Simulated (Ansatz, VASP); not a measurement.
Given: the input of a run of Ansatz 0.2.0 on Ge.

input.yaml

```yaml
crystal:
  lattice:
    - [0.0, 2.8661367691, 2.8661367691]
    - [2.8661367691, 0.0, 2.8661367691]
    - [2.8661367691, 2.8661367691, 0.0]
  atoms:
    - { symbol: Ge, position: [0.75, 0.75, 0.75] }
    - { symbol: Ge, position: [0.5, 0.5, 0.5] }
hamiltonian:
  xc: pbe
  pseudopotentials: { kind: paw_fr }
magnetization:
  noncollinear: true
  spin_orbit: true
kpoints:
  mp_grid: { grid: [8, 8, 8] }
scf:
  occupations: { method: fermi_dirac, width: 0.05 }
output:
  forces: true
  stress: true
  eigenvalues: true
```

Potentials or basis: Ansatz PAW.

Command:

```bash
$ ansatz run input.yaml --threads 2 --pin off --max-ram 5120MiB --backend cpu --events-out ev --progress --plain --runs-dir out
```

**Question.** Translate it to VASP 6.6.1. Potentials there: VASP PAW PBE potentials, release 64 (Ge_d).

**Answer.** As run (the cutoff follows the program's own potentials):

Contents of INCAR:

```
ALGO = Normal
EDIFF = 1E-7
ENCUT = 520
GGA = PE
GGA_COMPAT = F
ISIF = 2
ISMEAR = -1
LASPH = T
LCHARG = F
LNONCOLLINEAR = T
LORBIT = 11
LORBMOM = T
LREAL = F
LSORBIT = T
LWAVE = F
MAGMOM = 0 0 0 0 0 0
NBANDS = 40
NELM = 150
PREC = Accurate
SIGMA = 0.05
```

The input KPOINTS:

```
k-points
0
Gamma
  8 8 8
```

Contents of POSCAR:

```
Ge
1.0
    0.0000000000      2.8661367691      2.8661367691
    2.8661367691      0.0000000000      2.8661367691
    2.8661367691      2.8661367691      0.0000000000
Ge
2
Direct
    0.7500000000      0.7500000000      0.7500000000
    0.5000000000      0.5000000000      0.5000000000
```

Potentials or basis: VASP PAW PBE potentials, release 64 (Ge_d).

The run is started by

```sh
$ cat potpaw_PBE.64/Ge_d/POTCAR > POTCAR
$ mpirun -np 1 vasp_ncl > vasp.out
```

Both were run:

|  | VASP | Ansatz | Ansatz less VASP |
| --- | --- | --- | --- |
| pressure (GPa) | 0.9 | 0.9 | +0.03 |

The functional is the same, so the differences come from potentials, cutoffs and numerics.
